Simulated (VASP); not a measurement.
# GaN (I-4m2) in VASP: notebook

Runs on GaN. Level: r2SCAN. Tasks: single point.

Everything below comes from runs of VASP 6.6.1. Logs are shortened: lines on timing, memory, paths and dates and some standing lists are left out, and cuts for length are marked.

## 1. The cell of the first run

The structure is tetragonal, space group I-4m2 (No. 119). The conventional cell has a = 3.314 Å, b = 3.314 Å, c = 4.146 Å, α = 90.00°, β = 90.00°, γ = 90.00°. Within 2.6 Å of Ga (site symmetry -4m2) lie 4 N at 1.95 Å. Within 2.6 Å of N (site symmetry -4m2) lie 4 Ga at 1.95 Å.

## 2. Single point, r2SCAN (strain +0.040 along x and y, -0.080 along z)

Input file POSCAR:

```
GaN
1.0
    0.0000000000      2.3436406318      2.0732205589
    2.3436406318      0.0000000000      2.0732205589
    2.3436406318      2.3436406318      0.0000000000
Ga N
1 1
Direct
    0.0000000000      0.0000000000      0.0000000000
    0.7500000000      0.7500000000      0.7500000000
```

Input file INCAR.step1:

```
SYSTEM = GaN
ALGO = Normal
EDIFF = 1E-4
ENCUT = 520
GGA = PE
ISMEAR = 0
LASPH = .True.
LCHARG = .False.
LREAL = .False.
LWAVE = .True.
NBANDS = 16
NELM = 60
PREC = Accurate
SIGMA = 0.05
```

Input file INCAR.step2:

```
SYSTEM = GaN
ALGO = Normal
EDIFF = 1E-6
ENCUT = 520
ISIF = 2
ISMEAR = 0
ISTART = 1
LASPH = .True.
LCHARG = .True.
LELF = .True.
LMIXTAU = .True.
LREAL = .False.
LVHAR = .True.
LWAVE = .False.
METAGGA = R2SCAN
NBANDS = 16
NELM = 60
PREC = Accurate
SIGMA = 0.05
```

Input file KPOINTS:

```
k-points
0
Gamma
  10 10 10
  0 0 0
```

Potentials or basis: VASP PAW PBE potentials, release 64 (Ga_d, N).

On the command line:

```console
$ cat potpaw_PBE.64/Ga_d/POTCAR potpaw_PBE.64/N/POTCAR > POTCAR
$ cp INCAR.step1 INCAR
$ mpirun -np 1 vasp_std > vasp.out
$ cp INCAR.step2 INCAR
$ mpirun -np 1 vasp_std > vasp.out
```

OUTCAR:

```text
SYSTEM = GaN
   EDIFF = 1E-6
   ENCUT = 520
   ISIF = 2
   ISMEAR = 0
   ISTART = 1
   LASPH = .True.
   LREAL = .False.
   METAGGA = R2SCAN
   NELM = 60
   PREC = Accurate

 ion  position               nearest neighbor table
   1  0.000  0.000  0.000-   2 1.95   2 1.95   2 1.95   2 1.95
   2  0.750  0.750  0.750-   1 1.95   1 1.95   1 1.95   1 1.95

  LATTYP: Found a body centered tetragonal cell.
 ALAT       =     3.3144083668
 C/A-ratio  =     1.2510350744

  Lattice vectors:

 A1 = (   0.0000000000,  -2.3436406318,  -2.0732205589)
 A2 = (   0.0000000000,   2.3436406318,  -2.0732205589)
 A3 = (   2.3436406318,   0.0000000000,   2.0732205589)

Analysis of symmetry for initial positions (statically):
=====================================================================
 Subroutine PRICEL returns:
 Original cell was already a primitive cell.

 Routine SETGRP: Setting up the symmetry group for a
 body centered tetragonal supercell.

 Subroutine GETGRP returns: Found  8 space group operations
 (whereof  8 operations were pure point group operations)
 out of a pool of 16 trial point group operations.

The static configuration has the point symmetry D_2d.

Analysis of symmetry for dynamics (positions and initial velocities):
=====================================================================
 Subroutine PRICEL returns:
 Original cell was already a primitive cell.

 Routine SETGRP: Setting up the symmetry group for a
 body centered tetragonal supercell.

 Subroutine GETGRP returns: Found  8 space group operations
 (whereof  8 operations were pure point group operations)
 out of a pool of 16 trial point group operations.

The dynamic configuration has the point symmetry D_2d.

 Subroutine INISYM returns: Found  8 space group operations
 (whereof  8 operations are pure point group operations),
 and found     1 'primitive' translations

----------------------------------------------------------------------------------------

                                     Primitive cell

  volume of cell :      22.7750

  direct lattice vectors                    reciprocal lattice vectors
     0.000000000  2.343640632  2.073220559    -0.213343289  0.213343289  0.241170674
     2.343640632  0.000000000  2.073220559     0.213343289 -0.213343289  0.241170674
     2.343640632  2.343640632  0.000000000     0.213343289  0.213343289 -0.241170674

  length of vectors
     3.129040571  3.129040571  3.314408367     0.386256407  0.386256407  0.386256407

  position of ions in fractional coordinates (direct lattice)
     0.000000000  0.000000000  0.000000000
     0.750000000  0.750000000  0.750000000

  ion indices of the primitive-cell ions
   primitive index   ion index
                 1           1
                 2           2

----------------------------------------------------------------------------------------

 KPOINTS: k-points

Automatic generation of k-mesh.
 Grid dimensions read from file:
 generate k-points for:   10   10   10

 Generating k-lattice:

  Cartesian coordinates                     Fractional coordinates (reciprocal lattice)
    -0.021334329  0.021334329  0.024117067     0.100000000  0.000000000  0.000000000
     0.021334329 -0.021334329  0.024117067     0.000000000  0.100000000  0.000000000
     0.021334329  0.021334329 -0.024117067     0.000000000  0.000000000  0.100000000

  Length of vectors
     0.038625641  0.038625641  0.038625641

  Shift w.r.t. Gamma in fractional coordinates (k-lattice)
     0.000000000  0.000000000  0.000000000

 Subroutine IBZKPT returns following result:
 ===========================================

 Found    102 irreducible k-points:

 Following reciprocal coordinates:
            Coordinates               Weight
  0.000000  0.000000  0.000000      1.000000
  0.100000  0.000000  0.000000      8.000000
  0.200000  0.000000  0.000000      8.000000
  0.300000  0.000000  0.000000      8.000000
  0.400000  0.000000  0.000000      8.000000
  0.500000  0.000000  0.000000      4.000000
[... 16 lines left out ...]
  0.300000  0.300000  0.000000      2.000000
  0.400000  0.300000  0.000000      8.000000
 [... further k-points ...]
   k-points           NKPTS =    102   k-points in BZ     NKDIM =    102   number of bands    NBANDS=     16
   number of dos      NEDOS =    301   number of ions     NIONS =      2
   total plane-waves  NPLWV =  16128
   dimension x,y,z NGX =    24 NGY =   24 NGZ =   28
   dimension x,y,z NGXF=    48 NGYF=   48 NGZF=   56
   ions per type =               1   1
   NGX,Y,Z   is equivalent  to a cutoff of  12.75, 12.75, 14.04 a.u.
   NGXF,Y,Z  is equivalent  to a cutoff of  25.50, 25.50, 28.09 a.u.
 SYSTEM =  GaN
   PREC   = accura    normal or accurate (medium, high low for compatibility)
   ISTART =      1    job   : 0-new  1-cont  2-samecut
   ICHARG =      0    charge: 1-file 2-atom 10-const
   ISPIN  =      1    spin polarized calculation?
   LNONCOLLINEAR =      F non collinear calculations
   LSORBIT =      F    spin-orbit coupling
   LASPH  =      T    aspherical Exc in radial PAW
   ENCUT  =  520.0 eV  38.22 Ry    6.18 a.u.   5.82  5.82  6.16*2*pi/ulx,y,z
   NELM   =     60;   NELMIN=  2; NELMDL=  0     # of ELM steps
   EDIFF  = 0.1E-05   stopping-criterion for ELM
   LREAL  =      F    real-space projection
   EDIFFG = 0.1E-04   stopping-criterion for IOM
   NSW    =      0    number of steps for IOM
   IBRION =     -1    ionic relax: 0-MD 1-quasi-New 2-CG
   NFREE  =      0    steps in history (QN), initial steepest desc. (CG)
   ISIF   =      2    stress and relaxation
   ISYM   =      2    0-nonsym 1-usesym 2-fastsym
   POTIM  = 0.5000    time-step for ionic-motion
   TEBEG  =    0.0;   TEEND  =   0.0 temperature during run
   PSTRESS=    0.0 pullay stress
   NELECT =      18.0000    total number of electrons
   NUPDOWN=      -1.0000    fix difference up-down
   EMIN   =  10.00;   EMAX   =-10.00  energy-range for DOS
   EFERMI =   0.00;   METHOD = LEGACY
   ISMEAR =     0;   SIGMA  =   0.05  broadening in eV -4-tet -1-fermi 0-gaus
   EFERMI_NEDOS =   21; number of points for ismear=-14 and -15
   IALGO  =     38    algorithm
   IMIX   =      4    mixing-type and parameters
     AMIX     =   0.40;   BMIX     =  1.00
     AMIX_MAG =   1.60;   BMIX_MAG =  1.00
  volume/ion in A,a.u.               =      11.39        76.85
  Fermi-wavevector in a.u.,A,eV,Ry     =   1.513607  2.860303 31.171035  2.291006
  Thomas-Fermi vector in A             =   2.623376
   LORBIT       =      0    0 simple, 1 ext, 2 COOP (PROOUT), +10 PAW based schemes
   METAGGA = R2SCAN    functional components
   LHFCALC =     F    Hartree Fock is set to
   AEXX    =    0.0000 exact exchange contribution
   IVDW    =     0    specifies the selected vdW correction
   LEPSILON=     F    determine dielectric tensor
   LRPA    =     F    only Hartree local field effects (RPA)
 non-spin polarized calculation
 Gauss-broadening in eV      SIGMA  =   0.05
  energy-cutoff  :      520.00
  volume of cell :       22.77
 maximum number of plane-waves:       626
   NGX = 11   NGY = 11   NGZ = 13

 number of electron      18.0000006 magnetization

 Free energy of the ion-electron system (eV)
  ---------------------------------------------------
  ext. energy  EPLUGINS =         0.00000000
  ---------------------------------------------------
  free energy    TOTEN  =       -21.82050874 eV

  energy without entropy =      -21.82050874  energy(sigma->0) =      -21.82050874

 E-fermi :   5.6545     XC(G=0): -12.6768

 val. band max:        5.3761194682   @ k =   0.0000   0.0000   0.0000
 cond. band min:       7.1948367794   @ k =   0.0000   0.0000   0.0000
 fundamental gap:      1.8187173112
 Fermi energy:         5.6544832184

 k-point     1 :       0.0000    0.0000    0.0000
  band No.  band energies     occupation
      1     -11.6699      2.00000
      2      -8.8172      2.00000
      3      -8.8170      2.00000
      4      -8.7054      2.00000
      5      -8.4468      2.00000
      6      -8.4388      2.00000
[... 8 lines left out ...]
     15      23.6162      0.00000
     16      23.7784      0.00000

 k-point     2 :       0.1000    0.0000    0.0000
  band No.  band energies     occupation
      1     -11.5565      2.00000
      2      -8.8033      2.00000
      3      -8.7858      2.00000
      4      -8.6866      2.00000
      5      -8.4448      2.00000
      6      -8.4404      2.00000
[... 8 lines left out ...]
     15      22.4531      0.00000
     16      24.8353      0.00000

 k-point     3 :       0.2000    0.0000    0.0000
  band No.  band energies     occupation
      1     -11.2659      2.00000
      2      -8.7727      2.00000
      3      -8.7110      2.00000
      4      -8.5864      2.00000
      5      -8.4335      2.00000
      6      -8.4318      2.00000
[... 8 lines left out ...]
     15      22.0253      0.00000
     16      24.9202      0.00000

 k-point     4 :       0.3000    0.0000    0.0000
  band No.  band energies     occupation
      1     -10.9412      2.00000
      2      -8.7471      2.00000
      3      -8.6671      2.00000
      4      -8.4690      2.00000
      5      -8.4056      2.00000
      6      -8.1876      2.00000
[... 8 lines left out ...]
     15      23.1725      0.00000
     16      24.4272      0.00000

 k-point     5 :       0.4000    0.0000    0.0000
  band No.  band energies     occupation
      1     -10.7294      2.00000
      2      -8.7366      2.00000
      3      -8.6487      2.00000
      4      -8.4483      2.00000
      5      -8.3713      2.00000
      6      -7.6335      2.00000
[... 8 lines left out ...]
     15      24.9700      0.00000
     16      25.2186      0.00000

 k-point     6 :       0.5000    0.0000    0.0000
  band No.  band energies     occupation
      1     -10.6637      2.00000
      2      -8.7348      2.00000
      3      -8.6445      2.00000
      4      -8.4399      2.00000
      5      -8.3557      2.00000
      6      -7.3037      2.00000
[... 8 lines left out ...]
     15      26.0716      0.00000
     16      26.1423      0.00000

 k-point     7 :       0.1000    0.1000    0.0000
  band No.  band energies     occupation
      1     -11.4992      2.00000
      2      -8.7911      2.00000
      3      -8.7909      2.00000
      4      -8.6771      2.00000
      5      -8.4357      2.00000
      6      -8.4351      2.00000
[... 8 lines left out ...]
     15      24.0080      0.00000
     16      24.7188      0.00000

 k-point     8 :       0.2000    0.1000    0.0000
  band No.  band energies     occupation
      1     -11.2563      2.00000
      2      -8.7582      2.00000
      3      -8.7446      2.00000
      4      -8.6179      2.00000
      5      -8.4199      2.00000
      6      -8.4020      2.00000
[... 8 lines left out ...]
     15      23.6869      0.00000
     16      24.1587      0.00000

 k-point     9 :       0.3000    0.1000    0.0000
  band No.  band energies     occupation
      1     -10.9486      2.00000
      2      -8.7277      2.00000
      3      -8.6918      2.00000
      4      -8.5418      2.00000
      5      -8.3938      2.00000
      6      -8.1770      2.00000
[... 8 lines left out ...]
     15      23.8960      0.00000
     16      24.3591      0.00000
[... 172 lines left out ...]
 k-point    19 :       0.5000    0.2000    0.0000
  band No.  band energies     occupation
      1     -10.5670      2.00000
      2      -8.6519      2.00000
      3      -8.6440      2.00000
      4      -8.5309      2.00000
      5      -8.3542      2.00000
      6      -7.0726      2.00000
[... 8 lines left out ...]
     15      26.6422      0.00000
     16      27.0616      0.00000

 k-point    20 :      -0.4000    0.2000    0.0000
  band No.  band energies     occupation
      1     -10.5703      2.00000
      2      -8.6499      2.00000
      3      -8.6482      2.00000
      4      -8.4939      2.00000
      5      -8.3811      2.00000
      6      -7.0881      2.00000
[... 8 lines left out ...]
     15      24.6416      0.00000
     16      27.2298      0.00000

 k-point    21 :      -0.3000    0.2000    0.0000
  band No.  band energies     occupation
      1     -10.6686      2.00000
      2      -8.6670      2.00000
      3      -8.6463      2.00000
      4      -8.4718      2.00000
      5      -8.4220      2.00000
      6      -7.5980      2.00000
[... 8 lines left out ...]
     15      22.4244      0.00000
     16      27.2883      0.00000

 k-point    22 :      -0.2000    0.2000    0.0000
  band No.  band energies     occupation
      1     -10.8682      2.00000
      2      -8.7069      2.00000
      3      -8.6464      2.00000
      4      -8.4605      2.00000
      5      -8.4458      2.00000
      6      -8.1284      2.00000
[... 8 lines left out ...]
     15      22.4461      0.00000
     16      27.4319      0.00000

 k-point    23 :       0.3000    0.3000    0.0000
  band No.  band energies     occupation
      1     -10.6927      2.00000
      2      -8.6543      2.00000
      3      -8.6163      2.00000
      4      -8.6160      2.00000
      5      -8.3662      2.00000
      6      -7.7816      2.00000
[... 8 lines left out ...]
     15      26.3543      0.00000
     16      27.8555      0.00000

 k-point    24 :       0.4000    0.3000    0.0000
  band No.  band energies     occupation
      1     -10.5688      2.00000
      2      -8.6737      2.00000
      3      -8.5769      2.00000
      4      -8.5709      2.00000
      5      -8.3487      2.00000
      6      -7.3162      2.00000
[... 8 lines left out ...]
     15      27.3614      0.00000
     16      27.9789      0.00000

 [... further k-points ...]

------------------------ aborting loop because EDIFF is reached ----------------------------------------

  FORCE on cell =-STRESS in cart. coord.  units (eV):
  Direction    XX          YY          ZZ          XY          YZ          ZX
  --------------------------------------------------------------------------------------
  -------------------------------------------------------------------------------------
  Total       -0.6138692     -0.6138692      1.0854733      0.0000000      0.0000000      0.0000000
  in kB      -43.1846003    -43.1846003     76.3611012      0.0000000      0.0000000      0.0000000
  external PRESSURE =      -3.3360331 kB  Pullay stress =       0.0000000 kB

 VOLUME and BASIS-vectors are now :
 -----------------------------------------------------------------------------
  energy-cutoff  :      520.00
  volume of cell :       22.77
      direct lattice vectors                 reciprocal lattice vectors
     0.000000000  2.343640632  2.073220559    -0.213343289  0.213343289  0.241170674
     2.343640632  0.000000000  2.073220559     0.213343289 -0.213343289  0.241170674
     2.343640632  2.343640632  0.000000000     0.213343289  0.213343289 -0.241170674

 POSITION                                       TOTAL-FORCE (eV/Angst)
 -----------------------------------------------------------------------------------
      0.00000      0.00000      0.00000         0.000000      0.000000      0.000000
      3.51546      3.51546      3.10983        -0.000000     -0.000000      0.000000
 -----------------------------------------------------------------------------------
    total drift:                                0.000292      0.000292      0.000184

  FREE ENERGIE OF THE ION-ELECTRON SYSTEM (eV)
  ---------------------------------------------------
  free  energy   TOTEN  =       -21.8205087391 eV

  energy  without entropy=      -21.8205087391  energy(sigma->0) =      -21.82050874
```

It took 3.7 min on 1 thread of AMD EPYC 7R13 (Zen 3), shared host; peak memory 0.14 GiB.

What came out:

* Free energy: -21.8205 eV
* Pressure: -0.3 GPa
* Band gap on the k mesh: 1.82 eV, direct

Caveat: the cell differs from its parent crystal (strain +0.040 along x and y, -0.080 along z); the PAW data sets were made with another functional, which shifts forces and pressure a little.

## 3. Single point, r2SCAN (strain +0.040 along x and y, -0.040 along z)

Input file POSCAR:

```
GaN
1.0
    0.0000000000      2.3436406318      2.1633605832
    2.3436406318      0.0000000000      2.1633605832
    2.3436406318      2.3436406318      0.0000000000
Ga N
1 1
Direct
    0.0000000000      0.0000000000      0.0000000000
    0.7500000000      0.7500000000      0.7500000000
```

Input file INCAR.step1:

```
PREC = Accurate ; ENCUT = 520
ISMEAR = 0 ; SIGMA = 0.05
LREAL = F ; LASPH = T
NELM = 80 ; NBANDS = 16
GGA = PE ; ALGO = Normal
EDIFF = 1E-4 ; LWAVE = T
LCHARG = F
```

Input file INCAR.step2:

```
PREC = Accurate ; ENCUT = 520
EDIFF = 1E-7 ; ISMEAR = 0
SIGMA = 0.05 ; LREAL = F
LASPH = T ; NELM = 80
ALGO = Normal ; ISIF = 2
LWAVE = F ; LCHARG = T
METAGGA = R2SCAN ; LMIXTAU = T
LELF = T ; LVHAR = T
NBANDS = 16 ; ISTART = 1
```

Input file KPOINTS:

```
regular mesh
0
Gamma
  10 10 10
```

Potentials or basis: VASP PAW PBE potentials, release 64 (Ga_d, N).

On the command line:

```console
$ cat potpaw_PBE.64/Ga_d/POTCAR potpaw_PBE.64/N/POTCAR > POTCAR
$ cp INCAR.step1 INCAR
$ mpirun -np 1 vasp_std > vasp.out
$ cp INCAR.step2 INCAR
$ mpirun -np 1 vasp_std > vasp.out
```

It used 250 s of CPU time on 1 thread of AMD EPYC 7R13 Processor (Zen 3), on a shared host.

It converged, with:

```
Free energy            : -21.8408 eV
Pressure               : -7.3 GPa
Band gap on the k mesh : 1.64 eV, direct
```

Stress tensor (GPa, compression positive):
```
-10.28   0.00   0.00
  0.00 -10.28   0.00
  0.00   0.00  -1.36
```

Levels at points of the mesh, in eV from the valence-band top:
```tsv
k point	band 6	band 7	band 8	band 9	band 10	band 11	band 12	band 13
(0.00, 0.00, 0.00)	-13.72	-0.32	-0.32	0.00	1.64	10.42	10.67	10.67
(0.50, 0.00, 0.00)	-12.60	-7.10	-1.43	-0.88	4.54	9.06	10.03	11.35
(0.50, 0.50, 0.00)	-11.95	-5.69	-3.24	-3.24	3.28	5.91	12.83	14.03
(0.50, 0.00, 0.50)	-12.34	-6.54	-2.65	-2.60	3.73	7.24	11.69	13.53
```

Caveat: the cell differs from its parent crystal (strain +0.040 along x and y, -0.040 along z); the PAW data sets were made with another functional, which shifts forces and pressure a little.
